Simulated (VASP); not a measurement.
Rh, 2 atoms in the cell. The structure is hexagonal, space group P6_3/mmc (No. 194). Conventional cell: a = 2.729 Å, b = 2.729 Å, c = 4.393 Å, α = 90.00°, β = 90.00°, γ = 120.00°. Within 3.6 Å of Rh (site symmetry -6m2) lie 12 Rh at 2.70 to 2.73 Å. 

* Program: VASP 6.6.1
* Task: single point
* Functional: PBE
* Potentials or basis: VASP PAW PBE potentials, release 64 (Rh_pv)
* Cutoff: 520 eV
* k mesh: 18 × 18 × 10
* Occupations: fermi-dirac, width 0.15 eV
* Spin: no spin polarisation
* Dipole correction: no
* Further INCAR settings: ALGO = Fast; EDIFF = 1e-06; NBANDS = 22

Potentials or basis: VASP PAW PBE potentials, release 64 (Rh_pv).

Launch:

```bash
$ cat potpaw_PBE.64/Rh_pv/POTCAR > POTCAR
$ mpirun -np 1 vasp_std > vasp.out
```

Hardware: 1 thread of Intel(R) Xeon(R) Platinum 8488C (Sapphire Rapids) (shared host).

Task: Estimate the wall time of this run.

Result: Run time: 91 s on 1 thread of Intel(R) Xeon(R) Platinum 8488C (Sapphire Rapids) (shared host), peak memory 0.22 GiB. Counts: scf iterations 12, k points 222.
